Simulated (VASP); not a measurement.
Rb3ClO, 5 atoms in the cell. Symmetry: Pm-3m, No. 221, cubic system. Conventional cell: a = 5.534 Å, b = 5.534 Å, c = 5.534 Å, α = 90.00°, β = 90.00°, γ = 90.00°. Within 3.6 Å of Rb (site symmetry 4/mmm) lie 2 O at 2.77 Å. Cl (site symmetry m-3m) has 12 Rb at 3.91 Å and 8 O at 4.79 Å within 5.1 Å. Within 3.6 Å of O (site symmetry m-3m) lie 6 Rb at 2.77 Å. 

| Quantity | Value |
| --- | --- |
| Program | VASP 6.6.1 |
| Task | single point |
| Functional | r2SCAN |
| Potentials or basis | VASP PAW PBE potentials, release 64 (Rb_sv, Cl, O) |
| Cutoff | 520 eV |
| k mesh | 3 × 3 × 3 |
| Occupations | gaussian, width 0.01 eV |
| Spin | no spin polarisation |
| Dipole correction | no |
| Further INCAR settings | ALGO = Normal; EDIFF = 1e-06; NBANDS = 28 |

Potentials or basis: VASP PAW PBE potentials, release 64 (Rb_sv, Cl, O).

Run with:

```bash
$ cat potpaw_PBE.64/Rb_sv/POTCAR potpaw_PBE.64/Cl/POTCAR potpaw_PBE.64/O/POTCAR > POTCAR
$ cp INCAR.step1 INCAR
$ mpirun -np 1 vasp_std > vasp.out
$ cp INCAR.step2 INCAR
$ mpirun -np 1 vasp_std > vasp.out
```

Hardware: 1 thread of Intel(R) Xeon(R) Platinum 8488C (Sapphire Rapids), on a shared host.

Problem. How long does it take, and how much memory?

Solution. Run time: 56 s on 1 thread of Intel(R) Xeon(R) Platinum 8488C (Sapphire Rapids), on a shared host, peak memory 0.29 GiB. Counts: k points 4.
